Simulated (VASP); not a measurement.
# CdTe in VASP: single point with PBE

Aim: the single point of CdTe with PBE.

Everything below comes from runs of VASP 6.6.1. Logs are shortened: lines on timing, memory, paths and dates and some standing lists are left out, and cuts for length are marked.

## Step 1: The cell of the first run

The cell holds a wire or tube with vacuum around it, 14 atoms: a = 18.400 Å, b = 19.200 Å, c = 4.611 Å, α = 90.00°, β = 90.00°, γ = 90.00°.

## Step 2: Single point, PBE, collinear spin

The input, INCAR:

```
PREC = Accurate
ENCUT = 400
EDIFF = 1E-6
ISMEAR = 0
SIGMA = 0.05
LREAL = F
LASPH = T
NELM = 200
ALGO = Normal
ISIF = 2
LWAVE = F
LCHARG = F
ISPIN = 2
MAGMOM = 0.3 0.3 0.3 0.3 0.3 0.3 0.3 0.3 0.3 0.3 0.3 0.3 0.3 0.3
LORBIT = 11
GGA = PE
NBANDS = 80
GGA_COMPAT = F
KPAR = 2
NCORE = 2
```

The input, KPOINTS:

```
Automatic mesh
0
Gamma
  1 1 7
```

The input, POSCAR:

```
CdTe
1.0
   18.4000000000      0.0000000000      0.0000000000
    0.0000000000     19.2000000000      0.0000000000
    0.0000000000      0.0000000000      4.6106378037
Cd Te
7 7
Direct
    0.4547994924      0.5969121234      0.0000000000
    0.2723019442      0.6407646437      0.5000000000
    0.4254400495      0.3747527553      0.5000000000
    0.6594210480      0.5496521884      0.5000000000
    0.6098740331      0.3512972920      0.5000000000
    0.2448899057      0.5003959458      0.0000000000
    0.7949293015      0.4983008149      0.0000000000
    0.5385013190      0.6309692364      0.5000000000
    0.5042595985      0.2555920536      0.5000000000
    0.6622758668      0.4270110506      0.0000000000
    0.3365678472      0.6949972335      0.0000000000
    0.3899805201      0.4549804171      0.0000000000
    0.1666051285      0.5342672974      0.5000000000
    0.8130020564      0.5762706623      0.5000000000
```

Potentials or basis: VASP PAW PBE potentials, release 64 (Cd, Te).

Started as:

```sh
> cat potpaw_PBE.64/Cd/POTCAR potpaw_PBE.64/Te/POTCAR > POTCAR
> mpirun -np 4 vasp_std > vasp.out
```

OUTCAR:

```text
PREC = Accurate
   ENCUT = 400
   EDIFF = 1E-6
   ISMEAR = 0
   LREAL = F
   LASPH = T
   NELM = 200
   ISIF = 2
   ISPIN = 2
   LORBIT = 11
   GGA = PE

 ion  position               nearest neighbor table
   1  0.455  0.597  0.000-   8 2.85   8 2.85  11 2.88  12 2.97
   2  0.272  0.641  0.500-  11 2.79  11 2.79  13 2.82   6 3.58   6 3.58
   3  0.425  0.375  0.500-   9 2.71  12 2.85  12 2.85   5 3.42
   4  0.659  0.550  0.500-   8 2.72  14 2.87  10 3.30  10 3.30   7 3.54   7 3.54
   5  0.610  0.351  0.500-   9 2.67  10 2.89  10 2.89   3 3.42
   6  0.245  0.500  0.000-  13 2.80  13 2.80  12 2.81   2 3.58   2 3.58
   7  0.795  0.498  0.000-  14 2.77  14 2.77  10 2.80   4 3.54   4 3.54
   8  0.539  0.631  0.500-   4 2.72   1 2.85   1 2.85
   9  0.504  0.256  0.500-   5 2.67   3 2.71
  10  0.662  0.427  0.000-   7 2.80   5 2.89   5 2.89   4 3.30   4 3.30
  11  0.337  0.695  0.000-   2 2.79   2 2.79   1 2.88
  12  0.390  0.455  0.000-   6 2.81   3 2.85   3 2.85   1 2.97
  13  0.167  0.534  0.500-   6 2.80   6 2.80   2 2.82
  14  0.813  0.576  0.500-   7 2.77   7 2.77   4 2.87

  LATTYP: Found a simple orthorhombic cell.
 ALAT       =     4.6106378037
 B/A-ratio  =     3.9907710784
 C/A-ratio  =     4.1642828644

  Lattice vectors:

 A1 = (   0.0000000000,   0.0000000000,   4.6106378037)
 A2 = (  18.4000000000,   0.0000000000,   0.0000000000)
 A3 = (   0.0000000000,  19.2000000000,   0.0000000000)

Analysis of symmetry for initial positions (statically):
=====================================================================
 Subroutine PRICEL returns:
 Original cell was already a primitive cell.

 Routine SETGRP: Setting up the symmetry group for a
 simple orthorhombic supercell.

 Subroutine GETGRP returns: Found  2 space group operations
 (whereof  2 operations were pure point group operations)
 out of a pool of  8 trial point group operations.

The static configuration has the point symmetry C_1h.

Analysis of symmetry for dynamics (positions and initial velocities):
=====================================================================
 Subroutine PRICEL returns:
 Original cell was already a primitive cell.

 Routine SETGRP: Setting up the symmetry group for a
 simple orthorhombic supercell.

 Subroutine GETGRP returns: Found  2 space group operations
 (whereof  2 operations were pure point group operations)
 out of a pool of  8 trial point group operations.

The dynamic configuration has the point symmetry C_1h.

Analysis of structural, dynamic, and magnetic symmetry:
=====================================================================
 Subroutine PRICEL returns:
 Original cell was already a primitive cell.

 Routine SETGRP: Setting up the symmetry group for a
 simple orthorhombic supercell.

 Subroutine GETGRP returns: Found  2 space group operations
 (whereof  2 operations were pure point group operations)
 out of a pool of  8 trial point group operations.

The overall configuration has the point symmetry C_1h.

 Subroutine INISYM returns: Found  2 space group operations
 (whereof  2 operations are pure point group operations),
 and found     1 'primitive' translations

----------------------------------------------------------------------------------------

                                     Primitive cell

  volume of cell :    1628.8461

  direct lattice vectors                    reciprocal lattice vectors
    18.400000000  0.000000000  0.000000000     0.054347826  0.000000000  0.000000000
     0.000000000 19.200000000  0.000000000     0.000000000  0.052083333  0.000000000
     0.000000000  0.000000000  4.610637804     0.000000000  0.000000000  0.216889733

  length of vectors
    18.400000000 19.200000000  4.610637804     0.054347826  0.052083333  0.216889733

  position of ions in fractional coordinates (direct lattice)
     0.454799492  0.596912123  0.000000000
     0.272301944  0.640764644  0.500000000
     0.425440049  0.374752755  0.500000000
     0.659421048  0.549652188  0.500000000
     0.609874033  0.351297292  0.500000000
     0.244889906  0.500395946  0.000000000
     0.794929301  0.498300815  0.000000000
     0.538501319  0.630969236  0.500000000
     0.504259598  0.255592054  0.500000000
     0.662275867  0.427011051  0.000000000
     0.336567847  0.694997233  0.000000000
[... 77 lines left out ...]
   ISIF   =      2    stress and relaxation
   ISYM   =      2    0-nonsym 1-usesym 2-fastsym
   POTIM  = 0.5000    time-step for ionic-motion
   TEBEG  =    0.0;   TEEND  =   0.0 temperature during run
   PSTRESS=    0.0 pullay stress
   NELECT =     126.0000    total number of electrons
   NUPDOWN=      -1.0000    fix difference up-down
   EMIN   =  10.00;   EMAX   =-10.00  energy-range for DOS
   EFERMI =   0.00;   METHOD = LEGACY
   ISMEAR =     0;   SIGMA  =   0.05  broadening in eV -4-tet -1-fermi 0-gaus
   EFERMI_NEDOS =   21; number of points for ismear=-14 and -15
   IALGO  =     38    algorithm
   IMIX   =      4    mixing-type and parameters
     AMIX     =   0.40;   BMIX     =  1.00
     AMIX_MAG =   1.60;   BMIX_MAG =  1.00
  volume/ion in A,a.u.               =     116.35       785.14
  Fermi-wavevector in a.u.,A,eV,Ry     =   0.697544  1.318167  6.620156  0.486568
  Thomas-Fermi vector in A             =   1.780901
   LORBIT       =     11    0 simple, 1 ext, 2 COOP (PROOUT), +10 PAW based schemes
   GGA     = PE    functional components
   LHFCALC =     F    Hartree Fock is set to
   AEXX    =    0.0000 exact exchange contribution
   IVDW    =     0    specifies the selected vdW correction
   LEPSILON=     F    determine dielectric tensor
   LRPA    =     F    only Hartree local field effects (RPA)
 spin polarized calculation
 Gauss-broadening in eV      SIGMA  =   0.05
  energy-cutoff  :      400.00
  volume of cell :     1628.85
 maximum number of plane-waves:     29621
   NGX = 61   NGY = 63   NGZ = 15

 number of electron     125.9999973 magnetization       0.0001508

 number of electron     125.9999973 magnetization      -0.0000268

 Free energy of the ion-electron system (eV)
  ---------------------------------------------------
  ext. energy  EPLUGINS =         0.00000000
  ---------------------------------------------------
  free energy    TOTEN  =       -30.42763427 eV

  energy without entropy =      -30.42763403  energy(sigma->0) =      -30.42763415

 E-fermi :  -1.9315     XC(G=0):  -3.2359

 val. band max:       -2.0929966884   @ k =   0.0000   0.0000   0.0000
 cond. band min:      -1.7699668889   @ k =   0.0000   0.0000   0.0000
 fundamental gap:      0.3230297995
 Fermi energy:        -1.9314808408

 spin component 1

 k-point     1 :       0.0000    0.0000    0.0000
  band No.  band energies     occupation
      1     -13.9592      1.00000
      2     -13.7864      1.00000
      3     -13.7018      1.00000
      4     -13.4243      1.00000
      5     -13.2563      1.00000
      6     -13.0801      1.00000
[... 301 lines left out ...]
     74       0.7410      0.00000
     75       1.0716      0.00000
 Fermi energy:        -1.9314808408

 spin component 2

 k-point     1 :       0.0000    0.0000    0.0000
  band No.  band energies     occupation
      1     -13.9592      1.00000
      2     -13.7864      1.00000
      3     -13.7018      1.00000
      4     -13.4243      1.00000
      5     -13.2563      1.00000
      6     -13.0801      1.00000
[... 301 lines left out ...]
     74       0.7410      0.00000
     75       1.0716      0.00000
 [bands above 75 left out]

------------------------ aborting loop because EDIFF is reached ----------------------------------------

  FORCE on cell =-STRESS in cart. coord.  units (eV):
  Direction    XX          YY          ZZ          XY          YZ          ZX
  --------------------------------------------------------------------------------------
  -------------------------------------------------------------------------------------
  Total       -0.6694117     -0.6051393     -0.5370079      0.0318563      0.0000000      0.0000000
  in kB       -0.6584516     -0.5952314     -0.5282156      0.0313347      0.0000000      0.0000000
  external PRESSURE =      -0.5939662 kB  Pullay stress =       0.0000000 kB

 VOLUME and BASIS-vectors are now :
 -----------------------------------------------------------------------------
  energy-cutoff  :      400.00
  volume of cell :     1628.85
      direct lattice vectors                 reciprocal lattice vectors
    18.400000000  0.000000000  0.000000000     0.054347826  0.000000000  0.000000000
     0.000000000 19.200000000  0.000000000     0.000000000  0.052083333  0.000000000
     0.000000000  0.000000000  4.610637804     0.000000000  0.000000000  0.216889733

 POSITION                                       TOTAL-FORCE (eV/Angst)
 -----------------------------------------------------------------------------------
      8.36831     11.46071      0.00000         0.005865      0.000601      0.000000
      5.01036     12.30268      2.30532         0.000089      0.002133      0.000000
      7.82810      7.19525      2.30532        -0.004538      0.007232      0.000000
     12.13335     10.55332      2.30532        -0.004185     -0.003035      0.000000
     11.22168      6.74491      2.30532         0.012789      0.004473      0.000000
      4.50597      9.60760      0.00000         0.003037     -0.006348      0.000000
     14.62670      9.56738      0.00000         0.016736     -0.011320      0.000000
      9.90842     12.11461      2.30532        -0.001813      0.015225      0.000000
      9.27838      4.90737      2.30532        -0.006606     -0.040946      0.000000
     12.18588      8.19861      0.00000        -0.010444     -0.004272      0.000000
      6.19285     13.34395      0.00000        -0.000391      0.022488      0.000000
      7.17564      8.73562      0.00000         0.000656      0.000024      0.000000
      3.06553     10.25793      2.30532        -0.032820     -0.008659      0.000000
     14.95924     11.06440      2.30532         0.021624      0.022403      0.000000
 -----------------------------------------------------------------------------------
    total drift:                                0.001766      0.000504      0.000001

  FREE ENERGIE OF THE ION-ELECTRON SYSTEM (eV)
  ---------------------------------------------------
  free  energy   TOTEN  =       -30.4276342680 eV

  energy  without entropy=      -30.4276340311  energy(sigma->0) =      -30.42763415

 total charge

# of ion       s       p       d       tot
------------------------------------------
    1        0.461   0.276   9.529  10.267
    2        0.501   0.267   9.521  10.289
    3        0.510   0.255   9.524  10.288
    4        0.503   0.225   9.526  10.254
    5        0.519   0.241   9.524  10.284
    6        0.496   0.262   9.525  10.283
    7        0.500   0.267   9.530  10.297
    8        1.368   1.998   0.017   3.383
    9        1.381   1.971   0.017   3.369
   10        1.363   2.011   0.017   3.391
   11        1.371   1.996   0.017   3.383
   12        1.356   2.028   0.018   3.402
   13        1.373   1.994   0.018   3.385
   14        1.378   1.983   0.018   3.379
--------------------------------------------------
tot         13.081  15.773  66.801  95.654

 magnetization (x)

# of ion       s       p       d       tot
------------------------------------------
    1       -0.000  -0.000  -0.000  -0.000
    2        0.000   0.000   0.000   0.000
    3       -0.000  -0.000  -0.000  -0.000
    4       -0.000   0.000   0.000   0.000
    5       -0.000  -0.000   0.000  -0.000
    6        0.000  -0.000   0.000   0.000
    7       -0.000  -0.000   0.000   0.000
    8       -0.000  -0.000  -0.000  -0.000
    9       -0.000  -0.000  -0.000  -0.000
   10       -0.000   0.000  -0.000   0.000
   11       -0.000   0.000  -0.000  -0.000
   12       -0.000   0.000  -0.000   0.000
   13       -0.000   0.000   0.000   0.000
   14       -0.000   0.000   0.000   0.000
--------------------------------------------------
tot         -0.000   0.000   0.000   0.000
```

It took 17 min on 4 MPI ranks of Intel Xeon Platinum 8375C at 2.90GHz (Ice Lake), shared host; peak memory 0.85 GiB.

Results:

| Item | Value |
| --- | --- |
| Free energy | -30.4276 eV |
| Largest force | 0.041 eV/Å |
| Band gap on the k mesh | 0.32 eV |
| Net moment | 0.00 μB per cell |
| Valence electrons inside the program's atomic spheres | Cd 10.27, 10.29, 10.25, 10.28, 10.30 (each value once); Te 3.38, 3.37, 3.39, 3.40 (each value once) |

Forces on the atoms (eV/Å):
```
Cd   0.006  0.001  0.000
Cd   0.000  0.002  0.000
Cd  -0.005  0.007  0.000
Cd  -0.004 -0.003  0.000
Cd   0.013  0.004  0.000
Cd   0.003 -0.006  0.000
Cd   0.017 -0.011  0.000
Te  -0.002  0.015  0.000
Te  -0.007 -0.041  0.000
Te  -0.010 -0.004  0.000
Te   0.000  0.022  0.000
Te   0.001  0.000  0.000
Te  -0.033 -0.009  0.000
Te   0.022  0.022  0.000
```

Caveat: semilocal functionals underestimate gaps, and a narrow one can read as zero; spin-orbit coupling is left out, which moves the levels of the heavy elements.
